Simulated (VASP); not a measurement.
# Co (P6_3/mmc) in VASP: relaxation of cell and atoms with LDA

Aim: the relaxation of cell and atoms of Co with LDA.

All numbers are computed with VASP 6.6.1; they aren't measurements. Logs are shortened: lines on timing, memory, paths and dates and some standing lists are left out, and cuts for length are marked.

## (1) The cell of the first run

It takes space group P6_3/mmc (No. 194, hexagonal). The conventional cell has a = 2.507 Å, b = 2.507 Å, c = 4.070 Å, α = 90.00°, β = 90.00°, γ = 120.00°. Co (site symmetry -6m2) has 12 Co at 2.50 to 2.51 Å within 3.3 Å.

## (2) Relaxation of cell and atoms, LDA, collinear spin, ferromagnetic start

Input file INCAR:

```
SYSTEM = Co
PREC = Accurate ; ENCUT = 690
EDIFF = 1E-7 ; ISMEAR = -1
SIGMA = 0.1 ; LREAL = .False.
LASPH = .True. ; NELM = 200
ALGO = Normal ; ISIF = 3
LWAVE = .False. ; LCHARG = .False.
ISPIN = 2 ; MAGMOM = 2.5 2.5
LORBIT = 11 ; LMAXMIX = 4
IBRION = 2 ; NSW = 80
EDIFFG = -0.01 ; GGA_COMPAT = .False.
NELMIN = 4
```

Input file KPOINTS:

```
Automatic mesh
0
Gamma
  12 12 7
  0 0 0
```

Input file POSCAR:

```
Co
1.0
    2.5074000000      0.0000000000      0.0000000000
   -1.2537000000      2.1714700000      0.0000000000
    0.0000000000      0.0000000000      4.0699000000
Co
2
Direct
    0.3333333333      0.6666666667      0.2500000000
    0.6666666667      0.3333333333      0.7500000000
```

Potentials or basis: VASP PAW LDA potentials, release 64 (Co_sv).

Launch:

```bash
$ cat potpaw_LDA.64/Co_sv/POTCAR > POTCAR
$ mpirun -np 1 vasp_std > vasp.out
```

OUTCAR:

```text
SYSTEM = Co
   PREC = Accurate
   ENCUT = 690
   EDIFF = 1E-7
   ISMEAR = -1
   LREAL = .False.
   LASPH = .True.
   NELM = 200
   ISIF = 3
   ISPIN = 2
   LORBIT = 11
   IBRION = 2
   NSW = 80
   EDIFFG = -0.01
   NELMIN = 4

 ion  position               nearest neighbor table
   1  0.333  0.667  0.250-   2 2.50   2 2.50   2 2.50   2 2.50   2 2.50   2 2.50
   2  0.667  0.333  0.750-   1 2.50   1 2.50   1 2.50   1 2.50   1 2.50   1 2.50

  LATTYP: Found a hexagonal cell.
 ALAT       =     2.5074000000
 C/A-ratio  =     1.6231554598

  Lattice vectors:

 A1 = (   2.5074000000,   0.0000000000,   0.0000000000)
 A2 = (  -1.2537000000,   2.1714700000,   0.0000000000)
 A3 = (   0.0000000000,   0.0000000000,   4.0699000000)

Analysis of symmetry for initial positions (statically):
=====================================================================
 Subroutine PRICEL returns:
 Original cell was already a primitive cell.

 Routine SETGRP: Setting up the symmetry group for a
 hexagonal supercell.

 Subroutine GETGRP returns: Found 24 space group operations
 (whereof 12 operations were pure point group operations)
 out of a pool of 24 trial point group operations.

The static configuration has the point symmetry D_3d.
 The point group associated with its full space group is D_6h.

Analysis of symmetry for dynamics (positions and initial velocities):
=====================================================================
 Subroutine PRICEL returns:
 Original cell was already a primitive cell.

 Routine SETGRP: Setting up the symmetry group for a
 hexagonal supercell.

 Subroutine GETGRP returns: Found 24 space group operations
 (whereof 12 operations were pure point group operations)
 out of a pool of 24 trial point group operations.

The dynamic configuration has the point symmetry D_3d.
 The point group associated with its full space group is D_6h.

Analysis of structural, dynamic, and magnetic symmetry:
=====================================================================
 Subroutine PRICEL returns:
 Original cell was already a primitive cell.

 Routine SETGRP: Setting up the symmetry group for a
 hexagonal supercell.

 Subroutine GETGRP returns: Found 24 space group operations
 (whereof 12 operations were pure point group operations)
 out of a pool of 24 trial point group operations.

The overall configuration has the point symmetry D_3d.
 The point group associated with its full space group is D_6h.

 Subroutine INISYM returns: Found 24 space group operations
 (whereof 12 operations are pure point group operations),
 and found     1 'primitive' translations

----------------------------------------------------------------------------------------

                                     Primitive cell

  volume of cell :      22.1596

  direct lattice vectors                    reciprocal lattice vectors
     2.507400000  0.000000000  0.000000000     0.398819494  0.230258765  0.000000000
    -1.253700000  2.171470000  0.000000000     0.000000000  0.460517530  0.000000000
     0.000000000  0.000000000  4.069900000     0.000000000  0.000000000  0.245706283

  length of vectors
     2.507400000  2.507398184  4.069900000     0.460517196  0.460517530  0.245706283

  position of ions in fractional coordinates (direct lattice)
     0.333333333  0.666666667  0.250000000
     0.666666667  0.333333333  0.750000000

  ion indices of the primitive-cell ions
   primitive index   ion index
                 1           1
                 2           2

----------------------------------------------------------------------------------------

 KPOINTS: Automatic mesh

Automatic generation of k-mesh.
 Grid dimensions read from file:
 generate k-points for:   12   12    7

 Generating k-lattice:

  Cartesian coordinates                     Fractional coordinates (reciprocal lattice)
     0.033234958  0.019188230  0.000000000     0.083333333  0.000000000  0.000000000
     0.000000000  0.038376461  0.000000000     0.000000000  0.083333333  0.000000000
     0.000000000  0.000000000  0.035100898     0.000000000  0.000000000  0.142857143

  Length of vectors
     0.038376433  0.038376461  0.035100898

  Shift w.r.t. Gamma in fractional coordinates (k-lattice)
     0.000000000  0.000000000  0.000000000

 Subroutine IBZKPT returns following result:
 ===========================================

 Found     76 irreducible k-points:

 Following reciprocal coordinates:
            Coordinates               Weight
  0.000000  0.000000  0.000000      1.000000
  0.083333  0.000000  0.000000      6.000000
  0.166667  0.000000  0.000000      6.000000
  0.250000  0.000000  0.000000      6.000000
  0.333333  0.000000  0.000000      6.000000
  0.416667  0.000000  0.000000      6.000000
[... 16 lines left out ...]
  0.250000  0.000000  0.142857     12.000000
  0.333333  0.000000  0.142857     12.000000
 [... further k-points ...]
   k-points           NKPTS =     76   k-points in BZ     NKDIM =     76   number of bands    NBANDS=     24
   number of dos      NEDOS =    301   number of ions     NIONS =      2
   total plane-waves  NPLWV =  20736
   dimension x,y,z NGX =    24 NGY =   24 NGZ =   36
   dimension x,y,z NGXF=    48 NGYF=   48 NGZF=   72
   ions per type =               2
   NGX,Y,Z   is equivalent  to a cutoff of  15.91, 15.91, 14.71 a.u.
   NGXF,Y,Z  is equivalent  to a cutoff of  31.83, 31.83, 29.41 a.u.
 SYSTEM =  Co
   PREC   = accura    normal or accurate (medium, high low for compatibility)
   ISTART =      0    job   : 0-new  1-cont  2-samecut
   ICHARG =      2    charge: 1-file 2-atom 10-const
   ISPIN  =      2    spin polarized calculation?
   LNONCOLLINEAR =      F non collinear calculations
   LSORBIT =      F    spin-orbit coupling
   LASPH  =      T    aspherical Exc in radial PAW
   ENCUT  =  690.0 eV  50.71 Ry    7.12 a.u.   5.37  5.37  8.72*2*pi/ulx,y,z
   NELM   =    200;   NELMIN=  4; NELMDL= -5     # of ELM steps
   EDIFF  = 0.1E-06   stopping-criterion for ELM
   LREAL  =      F    real-space projection
   EDIFFG = -.1E-01   stopping-criterion for IOM
   NSW    =     80    number of steps for IOM
   IBRION =      2    ionic relax: 0-MD 1-quasi-New 2-CG
   NFREE  =      1    steps in history (QN), initial steepest desc. (CG)
   ISIF   =      3    stress and relaxation
   ISYM   =      2    0-nonsym 1-usesym 2-fastsym
   POTIM  = 0.5000    time-step for ionic-motion
   TEBEG  =    0.0;   TEEND  =   0.0 temperature during run
   PSTRESS=    0.0 pullay stress
   NELECT =      34.0000    total number of electrons
   NUPDOWN=      -1.0000    fix difference up-down
   EMIN   =  10.00;   EMAX   =-10.00  energy-range for DOS
   EFERMI =   0.00;   METHOD = LEGACY
   ISMEAR =    -1;   SIGMA  =   0.10  broadening in eV -4-tet -1-fermi 0-gaus
   EFERMI_NEDOS =   21; number of points for ismear=-14 and -15
   IALGO  =     38    algorithm
   IMIX   =      4    mixing-type and parameters
     AMIX     =   0.40;   BMIX     =  1.00
     AMIX_MAG =   1.60;   BMIX_MAG =  1.00
  volume/ion in A,a.u.               =      11.08        74.77
  Fermi-wavevector in a.u.,A,eV,Ry     =   1.888197  3.568176 48.508710  3.565290
  Thomas-Fermi vector in A             =   2.930067
   LORBIT       =     11    0 simple, 1 ext, 2 COOP (PROOUT), +10 PAW based schemes
   GGA     = CA    functional components
   LHFCALC =     F    Hartree Fock is set to
   AEXX    =    0.0000 exact exchange contribution
   IVDW    =     0    specifies the selected vdW correction
   LEPSILON=     F    determine dielectric tensor
   LRPA    =     F    only Hartree local field effects (RPA)
 conjugate gradient relaxation of ions
 spin polarized calculation
  energy-cutoff  :      690.00
  volume of cell :       22.16
 maximum number of plane-waves:       941
 NGX is ok and might be reduce to    24
   NGX = 11   NGY = 11   NGZ = 17

--------------------------------------- Ionic step        1  -------------------------------------------

 number of electron      33.9999998 magnetization       3.1165039

 Free energy of the ion-electron system (eV)
  ---------------------------------------------------
  ext. energy  EPLUGINS =         0.00000000
  ---------------------------------------------------
  free energy    TOTEN  =       -16.22244914 eV

  energy without entropy =      -16.15181905  energy(sigma->0) =      -16.18713409

------------------------ aborting loop because EDIFF is reached ----------------------------------------

  FORCE on cell =-STRESS in cart. coord.  units (eV):
  Direction    XX          YY          ZZ          XY          YZ          ZX
  --------------------------------------------------------------------------------------
  -------------------------------------------------------------------------------------
  Total       -3.0744518     -3.0744459     -3.2960930     -0.0000000      0.0000000      0.0000000
  in kB     -222.2885453   -222.2881159   -238.3136088     -0.0000000      0.0000000      0.0000000
  external PRESSURE =    -227.6300900 kB  Pullay stress =       0.0000000 kB
[... 93 lines left out ...]
  FREE ENERGIE OF THE ION-ELECTRON SYSTEM (eV)
  ---------------------------------------------------
  free  energy   TOTEN  =       -16.2282578706 eV

  energy  without entropy=      -16.0591031891  energy(sigma->0) =      -16.14368053

[... ionic steps 4 to 7 ...]

--------------------------------------- Ionic step        8  -------------------------------------------

 number of electron      33.9999988 magnetization      -0.0012612

 number of electron      33.9999988 magnetization       0.0001188
[... 69 lines left out ...]
--------------------------------------- Ionic step       10  -------------------------------------------

 number of electron      33.9999992 magnetization       0.0002352

 Free energy of the ion-electron system (eV)
  ---------------------------------------------------
  ext. energy  EPLUGINS =         0.00000000
  ---------------------------------------------------
  free energy    TOTEN  =       -16.26798005 eV

  energy without entropy =      -16.10891741  energy(sigma->0) =      -16.18844873

 E-fermi :  13.5975     XC(G=0): -15.1044

 val. band max:       13.5891452391   @ k =   0.1667   0.1667   0.4286
 cond. band min:      13.5991764580   @ k =   0.1667   0.0833   0.4286
 fundamental gap:      0.0100312190
 Fermi energy:        13.5975408838

 spin component 1

 k-point     1 :       0.0000    0.0000    0.0000
  band No.  band energies     occupation
      1     -80.6904      1.00000
      2     -80.5858      1.00000
      3     -44.7815      1.00000
      4     -44.3046      1.00000
      5     -44.3046      1.00000
      6     -44.2462      1.00000
[... 637 lines left out ...]
     23      30.6060      0.00000
     24      31.5299      0.00000

 [... further k-points ...]

 spin component 2

 k-point     1 :       0.0000    0.0000    0.0000
  band No.  band energies     occupation
      1     -80.6903      1.00000
      2     -80.5856      1.00000
      3     -44.7813      1.00000
      4     -44.3045      1.00000
      5     -44.3045      1.00000
      6     -44.2461      1.00000
[... 668 lines left out ...]
  FREE ENERGIE OF THE ION-ELECTRON SYSTEM (eV)
  ---------------------------------------------------
  free  energy   TOTEN  =       -16.2679800490 eV

  energy  without entropy=      -16.1089174056  energy(sigma->0) =      -16.18844873

 reached required accuracy - stopping structural energy minimisation

 total charge

# of ion       s       p       d       tot
------------------------------------------
    1        2.272   6.150   6.748  15.170
    2        2.272   6.150   6.748  15.170
--------------------------------------------------
tot          4.543  12.301  13.495  30.339

 magnetization (x)

# of ion       s       p       d       tot
------------------------------------------
    1       -0.000  -0.000   0.000   0.000
    2       -0.000  -0.000   0.000   0.000
--------------------------------------------------
tot         -0.000  -0.000   0.000   0.000
```

Run time: 6.4 min. Hardware: 1 thread of AMD EPYC 9R45 (Zen 5), shared host; peak memory 0.18 GiB.

Results:

* Free energy: -16.2680 eV
* Relaxed volume: 9.64 Å³/atom
* Relaxed cell: a = 2.399 Å, b = 2.399 Å, c = 3.866 Å, α = 90.00°, β = 90.00°, γ = 120.00°
* Space group after relaxing (to 0.1 Å): P6_3/mmc (No. 194)
* Energy gained by relaxing: 22.8 meV/atom
* Ionic steps: 10
* Pressure after relaxing: 0.0 GPa
* Band gap on the k mesh: zero (filled and empty bands overlap)
* Net moment: 0.00 μB per cell
* Valence electrons inside the program's atomic spheres: Co 15.17

The path:
```tsv
step	energy change (eV)	largest force (eV/Å)	pressure (GPa)	volume (Å³)
1	0.0000	0.0000	-22.76	22.16
2	0.1484	0.0000	37.95	17.48
3	-0.0058	0.0000	-13.16	20.20
4	-0.0446	0.0000	-1.87	19.39
5	-0.0453	0.0000	-0.10	19.27
6	-0.0452	0.0000	0.89	19.22
7	-0.0452	0.0000	-1.29	19.35
8	-0.0455	0.0000	-0.28	19.29
9	-0.0455	0.0000	-0.23	19.29
10	-0.0455	0.0000	0.05	19.27
```

Final structure:
```
Co
1.0
     2.39916    0.00000    0.00000
    -1.19958    2.07773    0.00000
     0.00000    0.00000    3.86582
Co
2
Cartesian
  0.0000 1.3852 0.9665
  1.1996 0.6926 2.8994
```

Caveat: the moments typed at the start vanished in this run.
